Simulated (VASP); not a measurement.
# In (P6_3/mmc) in VASP: further runs, part 2 of 2

VASP 6.6.1. Earlier steps stand in the parts before.

**4. Single point, r2SCAN (25.24 Å³/atom)**

This run uses another cell than the first one, of 25.24 Å³/atom.

Input file POSCAR:

```
In
1.0
    3.3014750961      0.0000000000      0.0000000000
   -1.6507375480      2.8591613032      0.0000000000
    0.0000000000      0.0000000000     10.6949147635
In
4
Direct
    1.0000000000      0.0000000000      1.0000000000
    1.0000000000      0.0000000000      0.5000000000
    0.3333333333      0.6666666667      0.2500000000
    0.6666666667      0.3333333333      0.7500000000
```

Input file INCAR.step1:

```
PREC = Accurate
ENCUT = 520
ISMEAR = -1
SIGMA = 0.1
LREAL = F
LASPH = T
NELM = 100
NBANDS = 34
GGA = PE
ALGO = Normal
EDIFF = 1E-4
LWAVE = T
LCHARG = F
```

Input file INCAR.step2:

```
PREC = Accurate
ENCUT = 520
EDIFF = 1E-6
ISMEAR = -1
SIGMA = 0.1
LREAL = F
LASPH = T
NELM = 100
ALGO = Normal
ISIF = 2
LWAVE = F
LCHARG = F
METAGGA = R2SCAN
LMIXTAU = T
NBANDS = 34
ISTART = 1
```

Input file KPOINTS:

```
regular mesh
0
Gamma
  12 12 4
```

Potentials or basis: VASP PAW PBE potentials, release 64 (In_d).

On the command line:

```
cat potpaw_PBE.64/In_d/POTCAR > POTCAR
cp INCAR.step1 INCAR
mpirun -np 1 vasp_std > vasp.out
cp INCAR.step2 INCAR
mpirun -np 1 vasp_std > vasp.out
```

OUTCAR:

```text
PREC = Accurate
   ENCUT = 520
   EDIFF = 1E-6
   ISMEAR = -1
   LREAL = F
   LASPH = T
   NELM = 100
   ISIF = 2
   METAGGA = R2SCAN
   ISTART = 1

 ion  position               nearest neighbor table
   1  0.000  0.000  0.000-   3 3.28   4 3.28   3 3.28   4 3.28   4 3.28   3 3.28
   2  0.000  0.000  0.500-   3 3.28   4 3.28   3 3.28   4 3.28   4 3.28   3 3.28
   3  0.333  0.667  0.250-   1 3.28   2 3.28   1 3.28   2 3.28   1 3.28   2 3.28
   4  0.667  0.333  0.750-   1 3.28   2 3.28   1 3.28   2 3.28   1 3.28   2 3.28

  LATTYP: Found a hexagonal cell.
 ALAT       =     3.3014750961
 C/A-ratio  =     3.2394352379

  Lattice vectors:

 A1 = (   3.3014750961,   0.0000000000,   0.0000000000)
 A2 = (  -1.6507375480,   2.8591613032,   0.0000000000)
 A3 = (   0.0000000000,   0.0000000000,  10.6949147635)

Analysis of symmetry for initial positions (statically):
=====================================================================
 Subroutine PRICEL returns:
 Original cell was already a primitive cell.

 Routine SETGRP: Setting up the symmetry group for a
 hexagonal supercell.
[... 170 lines left out ...]

  energy without entropy =      -90.21952148  energy(sigma->0) =      -90.24422948

 E-fermi :   7.9032     XC(G=0): -11.2759

 val. band max:        7.8891308071   @ k =   0.1667  -0.0000   0.5000
 cond. band min:       7.9177121800   @ k =   0.2500   0.1667   0.5000
 fundamental gap:      0.0285813730
 Fermi energy:         7.9031640868

 k-point     1 :       0.0000    0.0000    0.0000
  band No.  band energies     occupation
      1      -7.4651      2.00000
      2      -7.4157      2.00000
      3      -7.3854      2.00000
      4      -7.3771      2.00000
      5      -7.3771      2.00000
      6      -7.3607      2.00000
[... 877 lines left out ...]
     33      14.6676      0.00000
     34      15.4486      0.00000

 [... further k-points ...]

------------------------ aborting loop because EDIFF is reached ----------------------------------------

  FORCE on cell =-STRESS in cart. coord.  units (eV):
  Direction    XX          YY          ZZ          XY          YZ          ZX
  --------------------------------------------------------------------------------------
  -------------------------------------------------------------------------------------
  Total        1.2129947      1.2129947      1.3319323      0.0000000      0.0000000      0.0000000
  in kB       19.2506534     19.2506534     21.1382350      0.0000000      0.0000000      0.0000000
  external PRESSURE =      19.8798473 kB  Pullay stress =       0.0000000 kB

 VOLUME and BASIS-vectors are now :
 -----------------------------------------------------------------------------
  energy-cutoff  :      520.00
  volume of cell :      100.95
      direct lattice vectors                 reciprocal lattice vectors
     3.301475096  0.000000000  0.000000000     0.302894909  0.174876457  0.000000000
    -1.650737548  2.859161303  0.000000000     0.000000000  0.349752915  0.000000000
     0.000000000  0.000000000 10.694914763     0.000000000  0.000000000  0.093502381

 POSITION                                       TOTAL-FORCE (eV/Angst)
 -----------------------------------------------------------------------------------
      0.00000      0.00000      0.00000         0.000000      0.000000     -0.000000
      0.00000      0.00000      5.34746         0.000000      0.000000     -0.000000
     -0.00000      1.90611      2.67373         0.000000     -0.000000      0.000000
      1.65074      0.95305      8.02119        -0.000000      0.000000     -0.000000
 -----------------------------------------------------------------------------------
    total drift:                                0.000000     -0.000000      0.000000

  FREE ENERGIE OF THE ION-ELECTRON SYSTEM (eV)
  ---------------------------------------------------
  free  energy   TOTEN  =       -90.2689374752 eV

  energy  without entropy=      -90.2195214790  energy(sigma->0) =      -90.24422948
```

OSZICAR.step1:

```text
N       E                     dE             d eps       ncg     rms          rms(c)
DAV:   1     0.507423546898E+03    0.50742E+03   -0.25076E+04  3884   0.217E+03
DAV:   2     0.417708228111E+02   -0.46565E+03   -0.45786E+03  3878   0.486E+02
DAV:   3    -0.812798094287E+01   -0.49899E+02   -0.49215E+02  4486   0.183E+02
DAV:   4    -0.101707749953E+02   -0.20428E+01   -0.20363E+01  4564   0.413E+01
DAV:   5    -0.102797518674E+02   -0.10898E+00   -0.10897E+00  6220   0.714E+00    0.499E+00
DAV:   6    -0.101792738167E+02    0.10048E+00   -0.19811E-01  5128   0.595E+00    0.242E+00
DAV:   7    -0.101588321989E+02    0.20442E-01   -0.67051E-02  5148   0.313E+00    0.477E-01
DAV:   8    -0.101575486681E+02    0.12835E-02   -0.62317E-03  4480   0.990E-01    0.538E-02
DAV:   9    -0.101575859479E+02   -0.37280E-04   -0.31166E-04  3274   0.306E-01
   1 F= -.10157586E+02 E0= -.10131303E+02  d E =-.525654E-01
```

Wall time 20 min (1 thread of Oxide Virtual Turin-like, shared host); peak memory 0.3 GiB.

What came out:

```
Free energy            : -90.2689 eV
Pressure               : 2.0 GPa
Band gap on the k mesh : zero (bands 26 and 27 overlap by 5.19 eV)
```

Stress tensor (GPa, compression positive):
```
1.93 0.00 0.00
0.00 1.93 0.00
0.00 0.00 2.11
```

Levels at points of the mesh, in eV from the Fermi level:
```tsv
k point	band 22	band 23	band 24	band 25	band 26	band 27	band 28	band 29	band 30	band 31
(0.00, 0.00, 0.00)	-8.78	-8.77	-4.40	-3.73	3.55	3.55	9.00	9.00	9.94	9.94
(0.50, 0.00, 0.00)	-4.80	-3.64	-3.42	-3.17	-3.11	0.51	0.52	1.42	2.49	4.25
(0.00, 0.00, 0.50)	-9.93	-6.83	-6.83	-0.57	-0.57	8.17	8.17	9.29	9.29	9.29
(0.50, 0.00, 0.50)	-4.80	-4.24	-4.24	-1.74	-1.74	-1.19	-1.19	3.82	3.82	4.70
```

Caveat: the PAW data sets were made with another functional, which shifts forces and pressure a little; spin-orbit coupling is left out, which moves the levels of the heavy elements.

**5. Single point, r2SCAN (26.29 Å³/atom)**

This run uses another cell than the first one, of 26.29 Å³/atom.

Input file POSCAR:

```
In
1.0
    3.3467064030      0.0000000000      0.0000000000
   -1.6733532015      2.8983327640      0.0000000000
    0.0000000000      0.0000000000     10.8414386528
In
4
Direct
    1.0000000000      0.0000000000      1.0000000000
    1.0000000000      0.0000000000      0.5000000000
    0.3333333333      0.6666666667      0.2500000000
    0.6666666667      0.3333333333      0.7500000000
```

Input file INCAR.step1:

```
SYSTEM = In
  ALGO = Normal
  EDIFF = 1E-4
  ENCUT = 520
  GGA = PE
  ISMEAR = -1
  LASPH = .TRUE.
  LCHARG = .FALSE.
  LREAL = .FALSE.
  LWAVE = .TRUE.
  NBANDS = 34
  NELM = 80
  PREC = Accurate
  SIGMA = 0.1
```

Input file INCAR.step2:

```
SYSTEM = In
  ALGO = Normal
  EDIFF = 1E-6
  ENCUT = 520
  ISIF = 2
  ISMEAR = -1
  ISTART = 1
  LASPH = .TRUE.
  LCHARG = .TRUE.
  LELF = .TRUE.
  LMIXTAU = .TRUE.
  LREAL = .FALSE.
  LVHAR = .TRUE.
  LWAVE = .FALSE.
  METAGGA = R2SCAN
  NBANDS = 34
  NELM = 80
  PREC = Accurate
  SIGMA = 0.1
```

Input file KPOINTS:

```
k-points
0
G
  12 12 4
  0 0 0
```

On the command line:

```
cat potpaw_PBE.64/In_d/POTCAR > POTCAR
cp INCAR.step1 INCAR
mpirun -np 1 vasp_std > vasp.out
cp INCAR.step2 INCAR
mpirun -np 1 vasp_std > vasp.out
```

Run time: 19 min. Hardware: 1 thread of Oxide Virtual Turin-like, shared host; peak memory 0.32 GiB.

The run converged. Its results:

```
Free energy            : -90.2975 eV
Pressure               : -0.2 GPa
Band gap on the k mesh : zero (bands 26 and 27 overlap by 5.06 eV)
```

Stress tensor (GPa, compression positive):
```
-0.24  0.00  0.00
 0.00 -0.24  0.00
 0.00  0.00 -0.08
```

Levels at points of the mesh, in eV from the Fermi level:
| k point | band 23 | band 24 | band 25 | band 26 | band 27 | band 28 | band 29 | band 30 |
| --- | --- | --- | --- | --- | --- | --- | --- | --- |
| (0.00, 0.00, 0.00) | -8.51 | -4.38 | -3.53 | 3.44 | 3.45 | 8.71 | 8.71 | 9.61 |
| (0.50, 0.00, 0.00) | -3.63 | -3.24 | -3.08 | -2.99 | 0.42 | 0.47 | 1.43 | 2.46 |
| (0.00, 0.00, 0.50) | -6.64 | -6.64 | -0.55 | -0.55 | 7.93 | 7.93 | 8.98 | 8.98 |
| (0.50, 0.00, 0.50) | -4.10 | -4.10 | -1.67 | -1.67 | -1.19 | -1.19 | 3.72 | 3.72 |

Caveat: the PAW data sets were made with another functional, which shifts forces and pressure a little; spin-orbit coupling is left out, which moves the levels of the heavy elements.

**6. Single point, r2SCAN (27.34 Å³/atom)**

This run uses another cell than the first one, of 27.34 Å³/atom.

Input file POSCAR:

```
In
1.0
    3.3907470640      0.0000000000      0.0000000000
   -1.6953735320      2.9364730952      0.0000000000
    0.0000000000      0.0000000000     10.9841055220
In
4
Direct
    1.0000000000      0.0000000000      1.0000000000
    1.0000000000      0.0000000000      0.5000000000
    0.3333333333      0.6666666667      0.2500000000
    0.6666666667      0.3333333333      0.7500000000
```

Input file INCAR.step1:

```
PREC = Accurate ; ENCUT = 520
ISMEAR = -1 ; SIGMA = 0.1
LREAL = F ; LASPH = T
NELM = 60 ; NBANDS = 34
GGA = PE ; ALGO = Normal
EDIFF = 1E-4 ; LWAVE = T
LCHARG = F
```

Input file INCAR.step2:

```
PREC = Accurate ; ENCUT = 520
EDIFF = 1E-6 ; ISMEAR = -1
SIGMA = 0.1 ; LREAL = F
LASPH = T ; NELM = 60
ALGO = Normal ; ISIF = 2
LWAVE = F ; LCHARG = F
METAGGA = R2SCAN ; LMIXTAU = T
NBANDS = 34 ; ISTART = 1
```

Input file KPOINTS:

```
Automatic mesh
0
Gamma
  12 12 4
```

Potentials or basis: VASP PAW PBE potentials, release 64 (In_d).

On the command line:

```
cat potpaw_PBE.64/In_d/POTCAR > POTCAR
cp INCAR.step1 INCAR
mpirun -np 1 vasp_std > vasp.out
cp INCAR.step2 INCAR
mpirun -np 1 vasp_std > vasp.out
```

Run time: 18 min. Hardware: 1 thread of Oxide Virtual Turin-like, shared host; peak memory 0.32 GiB.

The run converged. Its results:

- Free energy: -90.2813 eV
- Pressure: -1.5 GPa
- Band gap on the k mesh: zero (bands 26 and 27 overlap by 4.92 eV)

Stress tensor (GPa, compression positive):
```
-1.54  0.00  0.00
 0.00 -1.54  0.00
 0.00  0.00 -1.42
```

Levels at points of the mesh, in eV from the Fermi level:
```csv
k point,band 24,band 25,band 26,band 27,band 28,band 29
"(0.00, 0.00, 0.00)",-4.35,-3.35,3.33,3.34,8.43,8.43
"(0.50, 0.00, 0.00)",-3.08,-3.06,-2.83,0.32,0.44,1.44
"(0.00, 0.00, 0.50)",-6.47,-0.54,-0.54,7.70,7.70,8.69
"(0.50, 0.00, 0.50)",-3.97,-1.62,-1.62,-1.18,-1.18,3.61
```

Caveat: the PAW data sets were made with another functional, which shifts forces and pressure a little; spin-orbit coupling is left out, which moves the levels of the heavy elements.

**7. Overview**

```csv
cell,gap on the mesh (eV),pressure (GPa)
"a = 3.434, b = 3.434, c = 11.123 Å, angles 90.0, 90.0, 120.0°, 4 atoms",none,-2.6
"a = 3.476, b = 3.476, c = 11.259 Å, angles 90.0, 90.0, 120.0°, 4 atoms",none,-3.5
"a = 3.301, b = 3.301, c = 10.695 Å, angles 90.0, 90.0, 120.0°, 4 atoms",none,2.0
"a = 3.347, b = 3.347, c = 10.841 Å, angles 90.0, 90.0, 120.0°, 4 atoms",none,-0.2
"a = 3.391, b = 3.391, c = 10.984 Å, angles 90.0, 90.0, 120.0°, 4 atoms",none,-1.5
```

Alike in all rows: task single point; level r2SCAN; potentials or basis VASP PAW PBE potentials, release 64 (In_d); no spin polarisation; k mesh 12 × 12 × 4; cutoff (eV) 520; smearing fermi-dirac 0.1 eV.

Caveats: the PAW data sets were made with another functional, which shifts forces and pressure a little; spin-orbit coupling is left out, which moves the levels of the heavy elements; the cell stands under tension (at least some runs).

Absolute energies hang on the potentials; compare differences alone.

The gap in the log of VASP goes by the Fermi energy; the results here count the filled bands.